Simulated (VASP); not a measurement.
# ZnO (I4/mmm) in VASP: notebook, part 2 of 2

VASP 6.6.1. Earlier steps stand in the parts before.

## Step 4: Single point, LDA

This run uses another cell than the first one, of the same volume but with other edges.

INCAR reads:

```
SYSTEM = ZnO
  ALGO = Normal
  EDIFF = 1E-6
  ENCUT = 520
  GGA = CA
  ISIF = 2
  ISMEAR = 0
  LASPH = .TRUE.
  LCHARG = .FALSE.
  LREAL = .FALSE.
  LWAVE = .FALSE.
  NBANDS = 16
  NELM = 100
  PREC = Accurate
  SIGMA = 0.05
```

KPOINTS reads:

```
k-points
0
G
  12 12 12
  0 0 0
```

POSCAR reads:

```
ZnO
1.0
    0.0000000000      2.0415230846      2.4498277015
    2.0415230846      0.0000000000      2.4498277015
    2.0415230846      2.0415230846      0.0000000000
Zn O
1 1
Direct
    0.0000000000      0.0000000000      0.0000000000
    0.5000000000      0.5000000000      0.5000000000
```

Potentials or basis: VASP PAW LDA potentials, release 64 (Zn, O).

Launch:

```
$ cat potpaw_LDA.64/Zn/POTCAR potpaw_LDA.64/O/POTCAR > POTCAR
$ mpirun -np 1 vasp_std > vasp.out
```

OUTCAR:

```text
SYSTEM = ZnO
   EDIFF = 1E-6
   ENCUT = 520
   GGA = CA
   ISIF = 2
   ISMEAR = 0
   LASPH = .TRUE.
   LREAL = .FALSE.
   NELM = 100
   PREC = Accurate

 ion  position               nearest neighbor table
   1  0.000  0.000  0.000-   2 2.04   2 2.04   2 2.04   2 2.04   2 2.45   2 2.45
   2  0.500  0.500  0.500-   1 2.04   1 2.04   1 2.04   1 2.04   1 2.45   1 2.45

  LATTYP: Found a body centered tetragonal cell.
 ALAT       =     2.8871496341
 C/A-ratio  =     1.6970562748

  Lattice vectors:

 A1 = (  -2.0415230846,   0.0000000000,   2.4498277015)
 A2 = (   2.0415230846,   0.0000000000,   2.4498277015)
 A3 = (   0.0000000000,   2.0415230846,  -2.4498277015)

Analysis of symmetry for initial positions (statically):
=====================================================================
 Subroutine PRICEL returns:
 Original cell was already a primitive cell.

 Routine SETGRP: Setting up the symmetry group for a
 body centered tetragonal supercell.

 Subroutine GETGRP returns: Found 16 space group operations
 (whereof 16 operations were pure point group operations)
 out of a pool of 16 trial point group operations.
[... 157 lines left out ...]
  ext. energy  EPLUGINS =         0.00000000
  ---------------------------------------------------
  free energy    TOTEN  =       -10.21986667 eV

  energy without entropy =      -10.21986667  energy(sigma->0) =      -10.21986667

 E-fermi :   2.8285     XC(G=0): -12.5123

 val. band max:        2.6226223554   @ k =   0.5000   0.0000   0.0000
 cond. band min:       3.0152903247   @ k =   0.0000   0.0000   0.0000
 fundamental gap:      0.3926679693
 Fermi energy:         2.8285170622

 k-point     1 :       0.0000    0.0000    0.0000
  band No.  band energies     occupation
      1     -16.1238      2.00000
      2      -3.0726      2.00000
      3      -2.9178      2.00000
      4      -2.7807      2.00000
      5      -2.7807      2.00000
      6      -2.5262      2.00000
[... 433 lines left out ...]
      3      -3.8660      2.00000
      4      -3.7314      2.00000
      5      -2.5331      2.00000
      6      -2.4503      2.00000
[... 8 lines left out ...]
     15      24.2261      0.00000
     16      26.3486      0.00000

 [... further k-points ...]
[... 5 lines left out ...]
  --------------------------------------------------------------------------------------
  -------------------------------------------------------------------------------------
  Total       -0.2920252     -0.2920252     -1.6505134      0.0000000     -0.0000000      0.0000000
  in kB      -22.9116689    -22.9116689   -129.4957519      0.0000000     -0.0000000      0.0000000
  external PRESSURE =     -58.4396966 kB  Pullay stress =       0.0000000 kB

 VOLUME and BASIS-vectors are now :
 -----------------------------------------------------------------------------
  energy-cutoff  :      520.00
  volume of cell :       20.42
      direct lattice vectors                 reciprocal lattice vectors
     0.000000000  2.041523085  2.449827701    -0.244915183  0.244915183  0.204095986
     2.041523085  0.000000000  2.449827701     0.244915183 -0.244915183  0.204095986
     2.041523085  2.041523085  0.000000000     0.244915183  0.244915183 -0.204095986

 POSITION                                       TOTAL-FORCE (eV/Angst)
 -----------------------------------------------------------------------------------
      0.00000      0.00000      0.00000        -0.000000      0.000000     -0.000000
      2.04152      2.04152      2.44983         0.000000     -0.000000      0.000000
 -----------------------------------------------------------------------------------
    total drift:                                0.000000     -0.000000     -0.000000

  FREE ENERGIE OF THE ION-ELECTRON SYSTEM (eV)
  ---------------------------------------------------
  free  energy   TOTEN  =       -10.2198666685 eV

  energy  without entropy=      -10.2198666685  energy(sigma->0) =      -10.21986667
```

OSZICAR:

```text
N       E                     dE             d eps       ncg     rms          rms(c)
DAV:   1     0.904886532541E+02    0.90489E+02   -0.95526E+03  5408   0.170E+03
DAV:   2    -0.702838060307E+01   -0.97517E+02   -0.88577E+02  5760   0.298E+02
DAV:   3    -0.116972330847E+02   -0.46689E+01   -0.46495E+01  6320   0.659E+01
DAV:   4    -0.117188161291E+02   -0.21583E-01   -0.21582E-01  6200   0.448E+00
DAV:   5    -0.117188828706E+02   -0.66741E-04   -0.66741E-04  6400   0.236E-01    0.980E+00
DAV:   6    -0.102621565194E+02    0.14567E+01   -0.25363E+00  7816   0.525E+01    0.682E+00
DAV:   7    -0.102484640874E+02    0.13692E-01   -0.57806E-01  5872   0.119E+01    0.379E+00
DAV:   8    -0.102239516082E+02    0.24512E-01   -0.95523E-02  5552   0.289E+00    0.643E-01
DAV:   9    -0.102198240342E+02    0.41276E-02   -0.71878E-03  7744   0.154E+00    0.106E-01
DAV:  10    -0.102198714248E+02   -0.47391E-04   -0.13137E-03  5560   0.302E-01    0.510E-02
DAV:  11    -0.102198681612E+02    0.32636E-05   -0.15675E-05  6728   0.437E-02    0.893E-03
DAV:  12    -0.102198666081E+02    0.15531E-05   -0.42547E-06  6024   0.241E-02    0.122E-03
DAV:  13    -0.102198666685E+02   -0.60395E-07   -0.43555E-07  3064   0.666E-03
   1 F= -.10219867E+02 E0= -.10219867E+02  d E =-.196489E-10
```

It took 1.7 min on 1 thread of AMD EPYC 7R13, shared host; peak memory 0.14 GiB.

What came out:

| Item | Value |
| --- | --- |
| Free energy | -10.2199 eV |
| Pressure | -5.8 GPa |
| Band gap on the k mesh | 0.39 eV, indirect (least direct gap 1.94 eV) |

Levels at points of the mesh, in eV from the valence-band top:
| k point | band 6 | band 7 | band 8 | band 9 | band 10 | band 11 | band 12 | band 13 |
| --- | --- | --- | --- | --- | --- | --- | --- | --- |
| (0.00, 0.00, 0.00) | -5.15 | -2.16 | -2.16 | -1.55 | 0.39 | 14.75 | 16.74 | 17.70 |
| (0.50, 0.00, 0.00) | -5.04 | -4.13 | -1.04 | 0.00 | 4.54 | 8.25 | 10.74 | 13.80 |
| (0.50, 0.50, 0.00) | -5.07 | -4.88 | -2.91 | -2.91 | 3.75 | 8.18 | 12.10 | 15.96 |
| (0.50, 0.00, 0.50) | -4.81 | -4.39 | -4.30 | -2.59 | 3.53 | 10.07 | 10.55 | 12.03 |

 A k mesh can miss the band edges.

## Step 5: Single point, LDA

This run uses another cell than the first one, of the same volume but with other edges.

INCAR, as its differences from that of step 4:

```diff
@@ -12,3 +12,3 @@
   NBANDS = 16
-  NELM = 100
+  NELM = 60
   PREC = Accurate
```

KPOINTS is that of step 4.

POSCAR reads:

```
ZnO
1.0
    0.0000000000      1.9877736365      2.5841057274
    1.9877736365      0.0000000000      2.5841057274
    1.9877736365      1.9877736365      0.0000000000
Zn O
1 1
Direct
    0.0000000000      0.0000000000      0.0000000000
    0.5000000000      0.5000000000      0.5000000000
```

Launch:

```
$ cat potpaw_LDA.64/Zn/POTCAR potpaw_LDA.64/O/POTCAR > POTCAR
$ mpirun -np 1 vasp_std > vasp.out
```

Run time: 1.8 min. Hardware: 1 thread of AMD EPYC 7R13, shared host; peak memory 0.14 GiB.

It converged, with:

```
Free energy            : -10.1177 eV
Pressure               : 2.9 GPa
Band gap on the k mesh : 0.33 eV, indirect (least direct gap 2.39 eV)
```

Stress tensor (GPa, compression positive):
```
  9.62   0.00   0.00
  0.00   9.62   0.00
  0.00   0.00 -10.45
```

Levels at points of the mesh, in eV from the valence-band top:
| k point | band 7 | band 8 | band 9 | band 10 | band 11 | band 12 |
| --- | --- | --- | --- | --- | --- | --- |
| (0.00, 0.00, 0.00) | -2.63 | -2.63 | -2.06 | 0.33 | 13.54 | 16.50 |
| (0.50, 0.00, 0.00) | -4.36 | -1.50 | 0.00 | 4.11 | 8.13 | 10.38 |
| (0.50, 0.50, 0.00) | -5.25 | -3.17 | -3.17 | 3.85 | 7.29 | 12.58 |
| (0.50, 0.00, 0.50) | -5.04 | -4.50 | -2.73 | 3.51 | 9.74 | 10.61 |

 A k mesh can miss the band edges.

## Step 6: Single point, LDA

This run uses another cell than the first one, of the same volume but with other edges.

INCAR reads:

```
  ALGO = Normal
  EDIFF = 1E-6
  ENCUT = 520
  ISIF = 2
  ISMEAR = 0
  LASPH = True
  LCHARG = False
  LREAL = False
  LWAVE = False
  NBANDS = 16
  NELM = 80
  PREC = Accurate
  SIGMA = 0.05
```

KPOINTS reads:

```
k-points
0
Gamma
  12 12 12
```

POSCAR reads:

```
ZnO
1.0
    0.0000000000      2.2305849517      2.0521381556
    2.2305849517      0.0000000000      2.0521381556
    2.2305849517      2.2305849517      0.0000000000
Zn O
1 1
Direct
    0.0000000000      0.0000000000      0.0000000000
    0.5000000000      0.5000000000      0.5000000000
```

Potentials or basis: VASP PAW LDA potentials, release 64 (Zn, O).

Launch:

```
$ cat potpaw_LDA.64/Zn/POTCAR potpaw_LDA.64/O/POTCAR > POTCAR
$ mpirun -np 1 vasp_std > vasp.out
```

It took 99 s on 1 thread of AMD EPYC 7R13, shared host; peak memory 0.14 GiB.

The run converged. Its results:

| Item | Value |
| --- | --- |
| Free energy | -10.2766 eV |
| Pressure | -12.1 GPa |
| Band gap on the k mesh | 0.56 eV, indirect (least direct gap 1.84 eV) |

Stress tensor (GPa, compression positive):
```
-13.55   0.00   0.00
  0.00 -13.55   0.00
  0.00   0.00  -9.31
```

Levels at points of the mesh, in eV from the valence-band top:
| k point | band 5 | band 6 | band 7 | band 8 | band 9 | band 10 | band 11 | band 12 | band 13 | band 14 |
| --- | --- | --- | --- | --- | --- | --- | --- | --- | --- | --- |
| (0.00, 0.00, 0.00) | -5.00 | -4.87 | -1.79 | -1.29 | -1.29 | 0.56 | 17.34 | 17.34 | 17.46 | 17.46 |
| (0.50, 0.00, 0.00) | -4.77 | -4.67 | -3.84 | -0.40 | 0.00 | 5.03 | 8.45 | 11.35 | 13.17 | 18.46 |
| (0.50, 0.50, 0.00) | -4.60 | -4.60 | -4.19 | -3.01 | -3.01 | 3.68 | 10.22 | 10.86 | 13.91 | 13.91 |
| (0.50, 0.00, 0.50) | -4.69 | -4.57 | -4.32 | -3.14 | -2.34 | 3.72 | 9.70 | 11.28 | 14.15 | 15.76 |

## Step 7: Summary

| cell | gap on the mesh (eV) | pressure (GPa) |
| --- | --- | --- |
| a = 2.982, b = 2.982, c = 3.444 Å, angles 54.7, 54.7, 70.5°, 2 atoms | 1.53 | 23.3 |
| a = 3.347, b = 3.347, c = 2.733 Å, angles 65.9, 65.9, 48.2°, 2 atoms | 0.27 | 15.8 |
| a = 3.189, b = 3.189, c = 2.887 Å, angles 63.1, 63.1, 53.8°, 2 atoms | 0.39 | -5.8 |
| a = 3.260, b = 3.260, c = 2.811 Å, angles 64.5, 64.5, 51.1°, 2 atoms | 0.33 | 2.9 |
| a = 3.031, b = 3.031, c = 3.155 Å, angles 58.6, 58.6, 62.7°, 2 atoms | 0.56 | -12.1 |

Alike in all rows: task single point; level LDA; potentials or basis VASP PAW LDA potentials, release 64 (Zn, O); no spin polarisation; k mesh 12 × 12 × 12; cutoff (eV) 520; smearing gaussian 0.05 eV.

Absolute energies hang on the potentials; compare differences alone.
